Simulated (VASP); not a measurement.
# Zr2BiN2 (P4/mmm) in VASP: single point with PBE

Aim: the single point of Zr2BiN2 with PBE.

Everything below comes from runs of VASP 6.6.1. Logs are shortened: lines on timing, memory, paths and dates and some standing lists are left out, and cuts for length are marked.

## Step 1: The cell of the first run

Symmetry: P4/mmm, No. 123, tetragonal system. Conventional cell: a = 4.404 Å, b = 4.404 Å, c = 4.527 Å, α = 90.00°, β = 90.00°, γ = 90.00°. Zr (site symmetry mmm) has 4 N at 2.31 Å and 4 Zr at 3.11 Å and 4 Bi at 3.16 Å within 3.2 Å. Bi (site symmetry 4/mmm) has 8 Zr at 3.16 Å and 16 N at 3.48 to 4.31 Å and 6 Bi at 4.40 to 4.53 Å within 4.6 Å. N (site symmetry 4mm) has 1 N at 1.42 Å within 1.9 Å.

The cell was generated, and may not be a known phase.

## Step 2: Single point, PBE, collinear spin

File INCAR:

```
  PREC = Accurate
  ENCUT = 1330
  EDIFF = 1E-6
  ISMEAR = 0
  SIGMA = 0.1
  LREAL = F
  LASPH = T
  NELM = 200
  ALGO = Normal
  ISIF = 2
  LWAVE = F
  LCHARG = T
  ISPIN = 2
  MAGMOM = 1 1 0 0 0
  LORBIT = 11
  LMAXMIX = 4
  GGA = PE
  LELF = T
  LVHAR = T
  NBANDS = 36
  GGA_COMPAT = F
```

File KPOINTS:

```
regular mesh
0
Gamma
  4 4 4
```

File POSCAR:

```
Zr2BiN2
1.0
    4.4039022782      0.0000000000      0.0000000000
    0.0000000000      4.4039022782      0.0000000000
    0.0000000000      0.0000000000      4.5274626539
Zr Bi N
2 1 2
Direct
    0.5000000000      0.0000000000      0.5000000000
    0.0000000000      0.5000000000      0.5000000000
    0.0000000000      0.0000000000      0.0000000000
    0.5000000000      0.5000000000      0.6569760399
    0.5000000000      0.5000000000      0.3430239601
```

Potentials or basis: VASP PAW PBE potentials, release 64 (Zr_sv, Bi_d, N_h).

Started as:

```sh
> cat potpaw_PBE.64/Zr_sv/POTCAR potpaw_PBE.64/Bi_d/POTCAR potpaw_PBE.64/N_h/POTCAR > POTCAR
> mpirun -np 1 vasp_std > vasp.out
```

OUTCAR:

```text
PREC = Accurate
   ENCUT = 1330
   EDIFF = 1E-6
   ISMEAR = 0
   LREAL = F
   LASPH = T
   NELM = 200
   ISIF = 2
   ISPIN = 2
   LORBIT = 11
   GGA = PE

 ion  position               nearest neighbor table
   1  0.500  0.000  0.500-   4 2.31   5 2.31   4 2.31   5 2.31   2 3.11   2 3.11   2 3.11   2 3.11
                             3 3.16   3 3.16   3 3.16   3 3.16
   2  0.000  0.500  0.500-   4 2.31   5 2.31   4 2.31   5 2.31   1 3.11   1 3.11   1 3.11   1 3.11
                             3 3.16   3 3.16   3 3.16   3 3.16
   3  0.000  0.000  0.000-   1 3.16   2 3.16   1 3.16   2 3.16   2 3.16   2 3.16   1 3.16   1 3.16

   4  0.500  0.500  0.657-   5 1.42   2 2.31   1 2.31   1 2.31   2 2.31
   5  0.500  0.500  0.343-   4 1.42   2 2.31   1 2.31   1 2.31   2 2.31

  LATTYP: Found a simple tetragonal cell.
 ALAT       =     4.4039022782
 C/A-ratio  =     1.0280570203

  Lattice vectors:

 A1 = (   4.4039022782,   0.0000000000,   0.0000000000)
 A2 = (   0.0000000000,   4.4039022782,   0.0000000000)
 A3 = (   0.0000000000,   0.0000000000,   4.5274626539)

Analysis of symmetry for initial positions (statically):
=====================================================================
 Subroutine PRICEL returns:
 Original cell was already a primitive cell.

 Routine SETGRP: Setting up the symmetry group for a
 simple tetragonal supercell.

 Subroutine GETGRP returns: Found 16 space group operations
 (whereof 16 operations were pure point group operations)
 out of a pool of 16 trial point group operations.

The static configuration has the point symmetry D_4h.

Analysis of symmetry for dynamics (positions and initial velocities):
=====================================================================
 Subroutine PRICEL returns:
 Original cell was already a primitive cell.

 Routine SETGRP: Setting up the symmetry group for a
 simple tetragonal supercell.

 Subroutine GETGRP returns: Found 16 space group operations
 (whereof 16 operations were pure point group operations)
 out of a pool of 16 trial point group operations.

The dynamic configuration has the point symmetry D_4h.

Analysis of structural, dynamic, and magnetic symmetry:
=====================================================================
 Subroutine PRICEL returns:
 Original cell was already a primitive cell.

 Routine SETGRP: Setting up the symmetry group for a
 simple tetragonal supercell.

 Subroutine GETGRP returns: Found 16 space group operations
 (whereof 16 operations were pure point group operations)
 out of a pool of 16 trial point group operations.

The overall configuration has the point symmetry D_4h.

 Subroutine INISYM returns: Found 16 space group operations
 (whereof 16 operations are pure point group operations),
 and found     1 'primitive' translations

----------------------------------------------------------------------------------------

                                     Primitive cell

  volume of cell :      87.8072

  direct lattice vectors                    reciprocal lattice vectors
     4.403902278  0.000000000  0.000000000     0.227071342  0.000000000  0.000000000
     0.000000000  4.403902278  0.000000000     0.000000000  0.227071342  0.000000000
     0.000000000  0.000000000  4.527462654     0.000000000  0.000000000  0.220874268

  length of vectors
     4.403902278  4.403902278  4.527462654     0.227071342  0.227071342  0.220874268

  position of ions in fractional coordinates (direct lattice)
     0.500000000  0.000000000  0.500000000
     0.000000000  0.500000000  0.500000000
     0.000000000  0.000000000  0.000000000
     0.500000000  0.500000000  0.656976040
     0.500000000  0.500000000  0.343023960

  ion indices of the primitive-cell ions
   primitive index   ion index
                 1           1
                 2           2
                 3           3
                 4           4
                 5           5

----------------------------------------------------------------------------------------

 KPOINTS: regular mesh

[... 26 lines left out ...]
  0.500000  0.000000  0.000000      2.000000
  0.250000  0.250000  0.000000      4.000000
  0.500000  0.250000  0.000000      4.000000
  0.500000  0.500000  0.000000      1.000000
[... 10 lines left out ...]
  0.500000  0.250000  0.500000      4.000000
  0.500000  0.500000  0.500000      1.000000
   k-points           NKPTS =     18   k-points in BZ     NKDIM =     18   number of bands    NBANDS=     36
   number of dos      NEDOS =    301   number of ions     NIONS =      5
   total plane-waves  NPLWV = 157464
   dimension x,y,z NGX =    54 NGY =   54 NGZ =   54
   dimension x,y,z NGXF=   108 NGYF=  108 NGZF=  108
   ions per type =               2   1   2
   NGX,Y,Z   is equivalent  to a cutoff of  20.38, 20.38, 19.83 a.u.
   NGXF,Y,Z  is equivalent  to a cutoff of  40.77, 40.77, 39.66 a.u.
 SYSTEM =  unknown system
   PREC   = accura    normal or accurate (medium, high low for compatibility)
   ISTART =      0    job   : 0-new  1-cont  2-samecut
   ICHARG =      2    charge: 1-file 2-atom 10-const
   ISPIN  =      2    spin polarized calculation?
   LNONCOLLINEAR =      F non collinear calculations
   LSORBIT =      F    spin-orbit coupling
   LASPH  =      T    aspherical Exc in radial PAW
   ENCUT  = 1330.0 eV  97.75 Ry    9.89 a.u.  13.10 13.10 13.46*2*pi/ulx,y,z
   NELM   =    200;   NELMIN=  2; NELMDL= -5     # of ELM steps
   EDIFF  = 0.1E-05   stopping-criterion for ELM
   LREAL  =      F    real-space projection
   EDIFFG = 0.1E-04   stopping-criterion for IOM
   NSW    =      0    number of steps for IOM
   IBRION =     -1    ionic relax: 0-MD 1-quasi-New 2-CG
   NFREE  =      0    steps in history (QN), initial steepest desc. (CG)
   ISIF   =      2    stress and relaxation
   ISYM   =      2    0-nonsym 1-usesym 2-fastsym
   POTIM  = 0.5000    time-step for ionic-motion
   TEBEG  =    0.0;   TEEND  =   0.0 temperature during run
   PSTRESS=    0.0 pullay stress
   NELECT =      49.0000    total number of electrons
   NUPDOWN=      -1.0000    fix difference up-down
   EMIN   =  10.00;   EMAX   =-10.00  energy-range for DOS
   EFERMI =   0.00;   METHOD = LEGACY
   ISMEAR =     0;   SIGMA  =   0.10  broadening in eV -4-tet -1-fermi 0-gaus
   EFERMI_NEDOS =   21; number of points for ismear=-14 and -15
   IALGO  =     38    algorithm
   IMIX   =      4    mixing-type and parameters
     AMIX     =   0.40;   BMIX     =  1.00
     AMIX_MAG =   1.60;   BMIX_MAG =  1.00
  volume/ion in A,a.u.               =      17.56       118.51
  Fermi-wavevector in a.u.,A,eV,Ry     =   1.347814  2.547000 24.716396  1.816604
  Thomas-Fermi vector in A             =   2.475534
   LORBIT       =     11    0 simple, 1 ext, 2 COOP (PROOUT), +10 PAW based schemes
   GGA     = PE    functional components
   LHFCALC =     F    Hartree Fock is set to
   AEXX    =    0.0000 exact exchange contribution
   IVDW    =     0    specifies the selected vdW correction
   LEPSILON=     F    determine dielectric tensor
   LRPA    =     F    only Hartree local field effects (RPA)
 spin polarized calculation
 Gauss-broadening in eV      SIGMA  =   0.10
  energy-cutoff  :     1330.00
  volume of cell :       87.81
 maximum number of plane-waves:      9724
 NGX is ok and might be reduce to    54
   NGX = 27   NGY = 27   NGZ = 27

 number of electron      49.0000000 magnetization      -0.0001963

 number of electron      49.0000000 magnetization       0.0000414

 Free energy of the ion-electron system (eV)
  ---------------------------------------------------
  ext. energy  EPLUGINS =         0.00000000
  ---------------------------------------------------
  free energy    TOTEN  =       -39.20536250 eV

  energy without entropy =      -39.19794923  energy(sigma->0) =      -39.20165586

 E-fermi :   8.6316     XC(G=0): -11.0552

 val. band max:        8.5728516202   @ k =   0.0000   0.0000   0.2500
 cond. band min:       8.7569847852   @ k =   0.5000   0.2500   0.2500
 fundamental gap:      0.1841331650
 Fermi energy:         8.6316086335

 spin component 1

 k-point     1 :       0.0000    0.0000    0.0000
  band No.  band energies     occupation
      1     -40.5269      1.00000
      2     -40.3840      1.00000
      3     -18.8815      1.00000
      4     -18.8815      1.00000
      5     -18.6577      1.00000
      6     -18.4742      1.00000
[... 691 lines left out ...]
     35      14.1464      0.00000
     36      17.6430      0.00000
 Fermi energy:         8.6316086335

 spin component 2

 k-point     1 :       0.0000    0.0000    0.0000
  band No.  band energies     occupation
      1     -40.5268      1.00000
      2     -40.3840      1.00000
      3     -18.8815      1.00000
      4     -18.8815      1.00000
      5     -18.6577      1.00000
      6     -18.4742      1.00000
[... 691 lines left out ...]
     35      14.1463      0.00000
     36      17.6433      0.00000

------------------------ aborting loop because EDIFF is reached ----------------------------------------

  FORCE on cell =-STRESS in cart. coord.  units (eV):
  Direction    XX          YY          ZZ          XY          YZ          ZX
  --------------------------------------------------------------------------------------
  -------------------------------------------------------------------------------------
  Total        0.2288792      0.2288792     -0.0503558      0.0000000      0.0000000      0.0000000
  in kB        4.1762514      4.1762514     -0.9188193      0.0000000      0.0000000      0.0000000
  external PRESSURE =       2.4778945 kB  Pullay stress =       0.0000000 kB

 VOLUME and BASIS-vectors are now :
 -----------------------------------------------------------------------------
  energy-cutoff  :     1330.00
  volume of cell :       87.81
      direct lattice vectors                 reciprocal lattice vectors
     4.403902278  0.000000000  0.000000000     0.227071342  0.000000000  0.000000000
     0.000000000  4.403902278  0.000000000     0.000000000  0.227071342  0.000000000
     0.000000000  0.000000000  4.527462654     0.000000000  0.000000000  0.220874268

 POSITION                                       TOTAL-FORCE (eV/Angst)
 -----------------------------------------------------------------------------------
      2.20195      0.00000      2.26373        -0.000000      0.000000      0.000000
      0.00000      2.20195      2.26373        -0.000000      0.000000      0.000000
      0.00000      0.00000      0.00000        -0.000000      0.000000      0.000000
      2.20195      2.20195      2.97443         0.000000     -0.000000      0.057713
      2.20195      2.20195      1.55303        -0.000000     -0.000000     -0.057713
 -----------------------------------------------------------------------------------
    total drift:                                0.000000     -0.000000      0.000000

  FREE ENERGIE OF THE ION-ELECTRON SYSTEM (eV)
  ---------------------------------------------------
  free  energy   TOTEN  =       -39.2053624979 eV

  energy  without entropy=      -39.1979492313  energy(sigma->0) =      -39.20165586

 total charge

# of ion       s       p       d       tot
------------------------------------------
    1        2.149   5.982   1.689   9.821
    2        2.149   5.982   1.689   9.821
    3        1.446   1.629   9.907  12.982
    4        0.752   1.439   0.000   2.191
    5        0.752   1.439   0.000   2.191
--------------------------------------------------
tot          7.248  16.471  13.286  37.005

 magnetization (x)

# of ion       s       p       d       tot
------------------------------------------
    1        0.000  -0.000   0.000   0.000
    2        0.000  -0.000   0.000   0.000
    3       -0.000  -0.000   0.000  -0.000
    4       -0.000  -0.000   0.000  -0.000
    5       -0.000  -0.000   0.000  -0.000
--------------------------------------------------
tot         -0.000  -0.000   0.000  -0.000
```

It took 6.4 min on 1 thread of Intel Xeon Platinum 8488C (Sapphire Rapids), shared host; peak memory 0.74 GiB.

What came out:

```
Free energy                                           : -39.2054 eV
Pressure                                              : 0.2 GPa
Largest force                                         : 0.058 eV/Å
Net moment                                            : 0.00 μB per cell
Valence electrons inside the program's atomic spheres : Zr 9.82; Bi 12.98; N 2.19
```

Forces in eV/Å, atoms in the order of the input:
```
Zr   0.000  0.000  0.000
Zr   0.000  0.000  0.000
Bi   0.000  0.000  0.000
N    0.000  0.000  0.058
N    0.000  0.000 -0.058
```

Caveat: spin-orbit coupling is left out, which moves the levels of the heavy elements.
